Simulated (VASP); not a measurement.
AlNi:

```
CELL_PARAMETERS angstrom
2.88100 0.00000 0.00000
0.00000 2.88100 0.00000
0.00000 0.00000 2.88100
ATOMIC_POSITIONS crystal
Al 0.00000 0.00000 0.00000
Ni 0.50000 0.50000 0.50000
```

* Program: VASP 6.6.1
* Task: relaxation of cell and atoms
* Functional: PBEsol
* Potentials or basis: VASP PAW PBE potentials, release 64 (Al, Ni)
* Cutoff: 600 eV
* k mesh: 16 × 16 × 16
* Occupations: methfessel-paxton, width 0.1 eV
* Spin: no spin polarisation

At the start: pressure -3.2 GPa; volume 11.96 Å³/atom.

Question: How do energy, volume and symmetry change on relaxing?

Answer: Over 3 steps the energy falls by 2.3 meV/atom and the volume is 11.73 Å³/atom (-1.9 %); space group Pm-3m (No. 221, to 0.1 Å) before and after.

Step by step:
```csv
step,energy change (eV),largest force (eV/Å),pressure (GPa),volume (Å³)
1,0.0000,0.0000,-3.19,23.91
2,-0.0016,0.0000,2.75,23.10
3,-0.0046,0.0000,0.00,23.46
```

Final structure:
```yaml
crystal:
  lattice:
    - [2.86262, 0.00000, 0.00000]
    - [0.00000, 2.86262, 0.00000]
    - [0.00000, 0.00000, 2.86262]
  atoms:
    - { symbol: Al, position: [0.00000, 0.00000, 0.00000] }
    - { symbol: Ni, position: [0.50000, 0.50000, 0.50000] }
```

Caveat: the PAW data sets were made with another functional, which shifts forces and pressure a little.
